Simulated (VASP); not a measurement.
# NbInSe4 (F-43m) in VASP: single point with PBE

Aim: the single point of NbInSe4 with PBE.

Everything below comes from runs of VASP 6.6.1. Logs are shortened: lines on timing, memory, paths and dates and some standing lists are left out, and cuts for length are marked.

### 1 The cell of the first run

The structure is cubic, space group F-43m (No. 216). The conventional cell has a = 8.336 Å, b = 8.336 Å, c = 8.336 Å, α = 90.00°, β = 90.00°, γ = 90.00°. Within 4.5 Å of Nb (site symmetry -43m) lie 12 Se at 3.46 Å and 4 In at 3.61 Å. In (site symmetry -43m) has 12 Se at 3.45 Å and 4 Nb at 3.61 Å within 4.5 Å. Within 3.8 Å of Se (site symmetry 3m) lie 6 Se at 2.92 to 2.97 Å and 3 In at 3.45 Å and 3 Nb at 3.46 Å.

### 2 Single point, PBE

Input file INCAR:

```
PREC     = Accurate       # precision mode
ENCUT    = 520            # plane-wave cutoff, eV
EDIFF    = 1E-6           # SCF threshold, eV
ISMEAR   = 0              # smearing method
SIGMA    = 0.1            # smearing width, eV
LREAL    = F              # projectors in reciprocal space
LASPH    = T              # aspherical terms in the spheres
NELM     = 60             # most SCF steps
ALGO     = Normal         # electronic algorithm
ISIF     = 2              # what is computed and relaxed
LWAVE    = F              # write WAVECAR
LCHARG   = F              # write CHGCAR
GGA      = PE             # functional
NBANDS   = 34             # bands
```

Input file KPOINTS:

```
regular mesh
0
Gamma
  4 4 4
```

Input file POSCAR:

```
NbInSe4
1.0
    0.0000000000      4.1682059900      4.1682059900
    4.1682059900      0.0000000000      4.1682059900
    4.1682059900      4.1682059900      0.0000000000
Nb In Se
1 1 4
Direct
    0.5000000000      0.5000000000      0.5000000000
    0.2500000000      0.2500000000      0.2500000000
    0.8761717800      0.3714846700      0.8761717800
    0.8761717800      0.8761717800      0.3714846700
    0.8761717800      0.8761717800      0.8761717800
    0.3714846700      0.8761717800      0.8761717800
```

Potentials or basis: VASP PAW PBE potentials, release 64 (Nb_sv, In_d, Se).

Launch:

```bash
$ cat potpaw_PBE.64/Nb_sv/POTCAR potpaw_PBE.64/In_d/POTCAR potpaw_PBE.64/Se/POTCAR > POTCAR
$ mpirun -np 1 vasp_std > vasp.out
```

OUTCAR:

```text
PREC = Accurate
   ENCUT = 520
   EDIFF = 1E-6
   ISMEAR = 0
   LREAL = F
   LASPH = T
   NELM = 60
   ISIF = 2
   GGA = PE

 ion  position               nearest neighbor table
   1  0.500  0.500  0.500-
   2  0.250  0.250  0.250-
   3  0.876  0.371  0.876-
   4  0.876  0.876  0.371-
   5  0.876  0.876  0.876-
   6  0.371  0.876  0.876-

  LATTYP: Found a face centered cubic cell.
 ALAT       =     8.3364119800

  Lattice vectors:

 A1 = (   0.0000000000,   4.1682059900,   4.1682059900)
 A2 = (   4.1682059900,   0.0000000000,   4.1682059900)
 A3 = (   4.1682059900,   4.1682059900,   0.0000000000)

Analysis of symmetry for initial positions (statically):
=====================================================================
 Subroutine PRICEL returns:
 Original cell was already a primitive cell.

 Routine SETGRP: Setting up the symmetry group for a
 face centered cubic supercell.

 Subroutine GETGRP returns: Found 24 space group operations
 (whereof 24 operations were pure point group operations)
 out of a pool of 48 trial point group operations.

The static configuration has the point symmetry T_d .

Analysis of symmetry for dynamics (positions and initial velocities):
=====================================================================
 Subroutine PRICEL returns:
 Original cell was already a primitive cell.

 Routine SETGRP: Setting up the symmetry group for a
 face centered cubic supercell.

 Subroutine GETGRP returns: Found 24 space group operations
 (whereof 24 operations were pure point group operations)
 out of a pool of 48 trial point group operations.

The dynamic configuration has the point symmetry T_d .

 Subroutine INISYM returns: Found 24 space group operations
 (whereof 24 operations are pure point group operations),
 and found     1 'primitive' translations

----------------------------------------------------------------------------------------

                                     Primitive cell

  volume of cell :     144.8363

  direct lattice vectors                    reciprocal lattice vectors
     0.000000000  4.168205990  4.168205990    -0.119955684  0.119955684  0.119955684
     4.168205990  0.000000000  4.168205990     0.119955684 -0.119955684  0.119955684
     4.168205990  4.168205990  0.000000000     0.119955684  0.119955684 -0.119955684
[... 75 lines left out ...]
   EDIFF  = 0.1E-05   stopping-criterion for ELM
   LREAL  =      F    real-space projection
   EDIFFG = 0.1E-04   stopping-criterion for IOM
   NSW    =      0    number of steps for IOM
   IBRION =     -1    ionic relax: 0-MD 1-quasi-New 2-CG
   NFREE  =      0    steps in history (QN), initial steepest desc. (CG)
   ISIF   =      2    stress and relaxation
   ISYM   =      2    0-nonsym 1-usesym 2-fastsym
   POTIM  = 0.5000    time-step for ionic-motion
   TEBEG  =    0.0;   TEEND  =   0.0 temperature during run
   PSTRESS=    0.0 pullay stress
   NELECT =      50.0000    total number of electrons
   NUPDOWN=      -1.0000    fix difference up-down
   EMIN   =  10.00;   EMAX   =-10.00  energy-range for DOS
   EFERMI =   0.00;   METHOD = LEGACY
   ISMEAR =     0;   SIGMA  =   0.10  broadening in eV -4-tet -1-fermi 0-gaus
   EFERMI_NEDOS =   21; number of points for ismear=-14 and -15
   IALGO  =     38    algorithm
   IMIX   =      4    mixing-type and parameters
     AMIX     =   0.40;   BMIX     =  1.00
     AMIX_MAG =   1.60;   BMIX_MAG =  1.00
  volume/ion in A,a.u.               =      24.14       162.90
  Fermi-wavevector in a.u.,A,eV,Ry     =   1.148433  2.170224 17.944701  1.318898
  Thomas-Fermi vector in A             =   2.285108
   LORBIT       =      0    0 simple, 1 ext, 2 COOP (PROOUT), +10 PAW based schemes
   GGA     = PE    functional components
   LHFCALC =     F    Hartree Fock is set to
   AEXX    =    0.0000 exact exchange contribution
   IVDW    =     0    specifies the selected vdW correction
   LEPSILON=     F    determine dielectric tensor
   LRPA    =     F    only Hartree local field effects (RPA)
 non-spin polarized calculation
 Gauss-broadening in eV      SIGMA  =   0.10
  energy-cutoff  :      520.00
  volume of cell :      144.84
 maximum number of plane-waves:      3928
 NGX is ok and might be reduce to    48
   NGX = 21   NGY = 21   NGZ = 21

 number of electron      50.0000001 magnetization

 Free energy of the ion-electron system (eV)
  ---------------------------------------------------
  ext. energy  EPLUGINS =         0.00000000
  ---------------------------------------------------
  free energy    TOTEN  =       -22.00123481 eV

  energy without entropy =      -21.94128318  energy(sigma->0) =      -21.97125899

 E-fermi :   5.8347     XC(G=0): -10.1160

 val. band max:        5.7454548102   @ k =  -0.2500   0.2500   0.0000
 cond. band min:       5.8542096308   @ k =   0.5000   0.2500   0.0000
 fundamental gap:      0.1087548206
 Fermi energy:         5.8347418951

 k-point     1 :       0.0000    0.0000    0.0000
  band No.  band energies     occupation
      1     -50.1694      2.00000
      2     -26.1813      2.00000
      3     -26.1813      2.00000
      4     -26.1813      2.00000
      5      -9.6410      2.00000
      6      -8.6120      2.00000
[... 285 lines left out ...]
     33       8.7154      0.00000
     34       8.9887      0.00000

------------------------ aborting loop because EDIFF is reached ----------------------------------------

  FORCE on cell =-STRESS in cart. coord.  units (eV):
  Direction    XX          YY          ZZ          XY          YZ          ZX
  --------------------------------------------------------------------------------------
  -------------------------------------------------------------------------------------
  Total       -4.4138384     -4.4138384     -4.4138384     -0.0000000      0.0000000     -0.0000000
  in kB      -48.8258138    -48.8258138    -48.8258138     -0.0000000      0.0000000     -0.0000000
  external PRESSURE =     -48.8258138 kB  Pullay stress =       0.0000000 kB

 VOLUME and BASIS-vectors are now :
 -----------------------------------------------------------------------------
  energy-cutoff  :      520.00
  volume of cell :      144.84
      direct lattice vectors                 reciprocal lattice vectors
     0.000000000  4.168205990  4.168205990    -0.119955684  0.119955684  0.119955684
     4.168205990  0.000000000  4.168205990     0.119955684 -0.119955684  0.119955684
     4.168205990  4.168205990  0.000000000     0.119955684  0.119955684 -0.119955684

 POSITION                                       TOTAL-FORCE (eV/Angst)
 -----------------------------------------------------------------------------------
      4.16821      4.16821      4.16821         0.000000      0.000000      0.000000
      2.08410      2.08410      2.08410         0.000000      0.000000      0.000000
      5.20049      7.30413      5.20049         0.162267     -0.162267      0.162267
      5.20049      5.20049      7.30413         0.162267      0.162267     -0.162267
      7.30413      7.30413      7.30413        -0.162267     -0.162267     -0.162267
      7.30413      5.20049      5.20049        -0.162267      0.162267      0.162267
 -----------------------------------------------------------------------------------
    total drift:                               -0.000027     -0.000027     -0.000027

  FREE ENERGIE OF THE ION-ELECTRON SYSTEM (eV)
  ---------------------------------------------------
  free  energy   TOTEN  =       -22.0012348084 eV

  energy  without entropy=      -21.9412831797  energy(sigma->0) =      -21.97125899
```

OSZICAR:

```text
N       E                     dE             d eps       ncg     rms          rms(c)
DAV:   1     0.470712543934E+03    0.47071E+03   -0.22756E+04   544   0.147E+03
DAV:   2     0.403095974955E+02   -0.43040E+03   -0.41289E+03   576   0.426E+02
DAV:   3    -0.206812699206E+02   -0.60991E+02   -0.57657E+02   858   0.147E+02
DAV:   4    -0.244849090010E+02   -0.38036E+01   -0.36355E+01   760   0.326E+01
DAV:   5    -0.247496074966E+02   -0.26470E+00   -0.26024E+00   952   0.695E+00    0.118E+01
DAV:   6    -0.358108717452E+02   -0.11061E+02   -0.71020E+01   798   0.221E+01    0.231E+01
DAV:   7    -0.220132441259E+02    0.13798E+02   -0.21073E+01   794   0.302E+01    0.430E+00
DAV:   8    -0.220391650009E+02   -0.25921E-01   -0.14784E+00   720   0.482E+00    0.308E+00
DAV:   9    -0.220046597800E+02    0.34505E-01   -0.25506E-01   788   0.263E+00    0.761E-01
DAV:  10    -0.220037884695E+02    0.87131E-03   -0.32455E-02   784   0.863E-01    0.322E-01
DAV:  11    -0.220030104014E+02    0.77807E-03   -0.18057E-02   726   0.576E-01    0.355E-01
DAV:  12    -0.220020099421E+02    0.10005E-02   -0.11401E-02   792   0.414E-01    0.219E-01
DAV:  13    -0.220012494842E+02    0.76046E-03   -0.18307E-03   822   0.140E-01    0.339E-02
DAV:  14    -0.220012486344E+02    0.84986E-06   -0.14197E-04   782   0.736E-02    0.295E-02
DAV:  15    -0.220012350893E+02    0.13545E-04   -0.55916E-05   848   0.270E-02    0.826E-03
DAV:  16    -0.220012348084E+02    0.28095E-06   -0.46849E-06   568   0.119E-02
   1 F= -.22001235E+02 E0= -.21971259E+02  d E =-.599516E-01
```

It took 50 s on 1 thread of Intel Xeon 6975P-C (Granite Rapids), shared host; peak memory 0.33 GiB.

Results:

| Property | Result |
| --- | --- |
| Free energy | -22.0012 eV |
| Pressure | -4.9 GPa |
| Largest force | 0.281 eV/Å |
| Band gap on the k mesh | zero (band 25 reaches 6.59 eV, above the bottom of band 26 at 5.54 eV) |

Forces on the atoms (eV/Å):
```
Nb   0.000  0.000  0.000
In   0.000  0.000  0.000
Se   0.162 -0.162  0.162
Se   0.162  0.162 -0.162
Se  -0.162 -0.162 -0.162
Se  -0.162  0.162  0.162
```

Caveat: spin-orbit coupling is left out, which moves the levels of the heavy elements.
